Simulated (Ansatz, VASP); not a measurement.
ZnS: VASP beside Ansatz

```
Zn S
1.0
     3.80672    0.00000    0.00000
    -1.90336    3.29672    0.00000
     0.00000    0.00000    6.24574
Zn S
2 2
Direct
  0.46187 0.73093 0.02964
  0.66667 0.33333 0.50539
  0.33333 0.66667 0.37961
  0.66667 0.33333 0.87961
```

Alike in both runs: task single point; functional r2SCAN; k mesh 6 × 6 × 4; occupations gaussian, width 0.05 eV; no spin polarisation.

|  | VASP | Ansatz |
| --- | --- | --- |
| version | VASP 6.6.1 | Ansatz 0.2.0 |
| potentials or method | VASP PAW PBE potentials, release 64 (Zn, S), cutoff 520 eV | scalar-relativistic, plane waves, PAW |
| valence electrons in the cell | 36 | 36 |

|  | VASP | Ansatz | Ansatz less VASP |
| --- | --- | --- | --- |
| gap on the k mesh at the Fermi level (eV) | 2.53 | 2.53 | -0.008 |
| least direct gap on the mesh (eV) | 2.53 | 2.53 | -0.008 |
| pressure (GPa) | 1.8 | 1.7 | -0.08 |
| traceless stress, the component that is largest in VASP (GPa) | -1.23 | -1.23 | +0.006 |
| rms of the force components (eV/Å) | 0.440 | 0.437 | -0.0036 |

VASP's potentials were made for PBE, not for r2SCAN. Atom by atom the forces differ by 0.008 eV/Å (rms over components).
